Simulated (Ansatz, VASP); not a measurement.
**Two plane-wave programs on As**

```xyz
2
Lattice="3.6094 0.0000 0.0000 -1.8047 3.1258 0.0000 0.0000 0.0000 22.5000" Properties=species:S:1:pos:R:3 pbc="T T T"
As    0.0000    0.0000   13.4966
As    0.0000    2.0839   14.8820
```

Alike in both runs: task single point; functional PBE; dispersion D3(BJ); k mesh 12 × 12 × 1; occupations gaussian, width 0.04 eV; no spin polarisation.

|  | VASP | Ansatz |
| --- | --- | --- |
| version | VASP 6.6.1 | Ansatz 0.2.0 |
| potentials or method | VASP PAW PBE potentials, release 64 (As), cutoff 400 eV | scalar-relativistic, plane waves, PAW |
| valence electrons in the cell | 10 | 30 |

Ansatz gave:

* gap on the k mesh at the Fermi level (eV): 1.66
* least direct gap on the mesh (eV): 1.96
* rms of the force components (eV/Å): 0.017

Q: Which values does VASP return?

A: gap on the k mesh at the Fermi level (eV): 1.67; least direct gap on the mesh (eV): 1.94; rms of the force components (eV/Å): 0.068.

Atom by atom the forces differ by 0.051 eV/Å (rms over components). VASP's potentials hold 10 valence electrons a cell and Ansatz's 30, so a difference there can come from the potentials and not from the codes.
